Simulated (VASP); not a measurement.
Crystal: Ti5Si3.

```
CELL_PARAMETERS angstrom
7.46500 0.00000 0.00000
-3.73250 6.46488 0.00000
0.00000 0.00000 5.16200
ATOMIC_POSITIONS crystal
Ti 0.33333 0.66667 0.00000
Ti 0.66667 0.33333 0.50000
Ti 0.66667 0.33333 0.00000
Ti 0.33333 0.66667 0.50000
Ti 0.23000 0.00000 0.25000
Ti 0.23000 0.23000 0.75000
Ti 0.00000 0.23000 0.25000
Ti 0.77000 0.00000 0.75000
Ti 0.77000 0.77000 0.25000
Ti 0.00000 0.77000 0.75000
Si 0.60000 0.00000 0.25000
Si 0.60000 0.60000 0.75000
Si 0.00000 0.60000 0.25000
Si 0.40000 0.00000 0.75000
Si 0.40000 0.40000 0.25000
Si 0.00000 0.40000 0.75000
```

| Property | Result |
| --- | --- |
| Program | VASP 6.6.1 |
| Task | relaxation of cell and atoms |
| Functional | PBEsol |
| Potentials or basis | VASP PAW PBE potentials, release 64 (Ti_sv, Si) |
| Cutoff | 500 eV |
| k mesh | 3 × 3 × 4 |
| Occupations | gaussian, width 0.1 eV |
| Spin | no spin polarisation |

At the start: pressure -5.7 GPa; volume 15.57 Å³/atom.

Question: How do energy, volume and symmetry change on relaxing?

Answer: Over 10 steps the energy falls by 45.4 meV/atom and the volume is 15.03 Å³/atom (-3.5 %); space group P6_3/mcm (No. 193, to 0.1 Å) before and after.

Step by step:
| step | energy change (eV) | largest force (eV/Å) | pressure (GPa) | volume (Å³) |
| --- | --- | --- | --- | --- |
| 1 | 0.0000 | 1.1662 | -5.69 | 249.12 |
| 2 | -0.3423 | 0.5782 | 6.77 | 229.70 |
| 3 | -0.4252 | 0.7953 | 2.55 | 235.34 |
| 4 | -0.6323 | 0.2898 | 1.04 | 237.84 |
| 5 | -0.6544 | 0.2731 | 0.48 | 238.97 |
| 6 | -0.7151 | 0.1547 | -0.53 | 241.15 |
| 7 | -0.7184 | 0.1183 | -0.81 | 241.80 |
| 8 | -0.7217 | 0.0249 | 0.85 | 239.43 |
| 9 | -0.7243 | 0.0633 | 0.18 | 240.38 |
| 10 | -0.7267 | 0.0179 | 0.08 | 240.52 |

Final structure:
```
Ti Si
1.0
     7.40469    0.00000    0.00000
    -3.70234    6.41265    0.00000
     0.00000    0.00000    5.06522
Ti Si
10 6
Direct
  0.33333 0.66667 0.00000
  0.66667 0.33333 0.50000
  0.66667 0.33333 0.00000
  0.33333 0.66667 0.50000
  0.24874 0.00000 0.25000
  0.24874 0.24874 0.75000
  0.00000 0.24874 0.25000
  0.75126 0.00000 0.75000
  0.75126 0.75126 0.25000
  0.00000 0.75126 0.75000
  0.60734 0.00000 0.25000
  0.60734 0.60734 0.75000
  0.00000 0.60734 0.25000
  0.39266 0.00000 0.75000
  0.39266 0.39266 0.25000
  0.00000 0.39266 0.75000
```

Caveat: the PAW data sets were made with another functional, which shifts forces and pressure a little.
